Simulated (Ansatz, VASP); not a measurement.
Zr in VASP and in Ansatz

```xyz
2
Lattice="3.2103 0.0000 0.0000 -1.6052 2.7802 0.0000 0.0000 0.0000 5.1125" Properties=species:S:1:pos:R:3 pbc="T T T"
Zr    0.0000    1.8535    1.2781
Zr    1.6052    0.9267    3.8343
```

Change from the starting cell: volume scaled by 0.98, crystal datasets.

Alike in both runs: task electric field gradients; functional LDA; k mesh 13 × 13 × 7; occupations fermi-dirac, width 0.03 eV; no spin polarisation.

```csv
,VASP,Ansatz
version,VASP 6.6.1,Ansatz 0.2.0
potentials or method,"VASP PAW LDA potentials, release 64 (Zr_sv), cutoff 520 eV","all-electron PAW with datasets made for the crystal, scalar-relativistic"
```

VASP gave:

```
pressure (GPa)                                                : -4.3
traceless stress, the component that is largest in VASP (GPa) : 0.62
size of Vzz on the site where it differs most (V/Å²)          : 44.1
```

Estimate Ansatz's values.

pressure (GPa): -4.3; traceless stress, the component that is largest in VASP (GPa): 0.60; size of Vzz on the site where it differs most (V/Å²): 44.3.

LDA's correlation is that of Perdew and Zunger in VASP and of Perdew and Wang (1992) in Ansatz. Ansatz ran all-electron here, and VASP with PAW potentials.
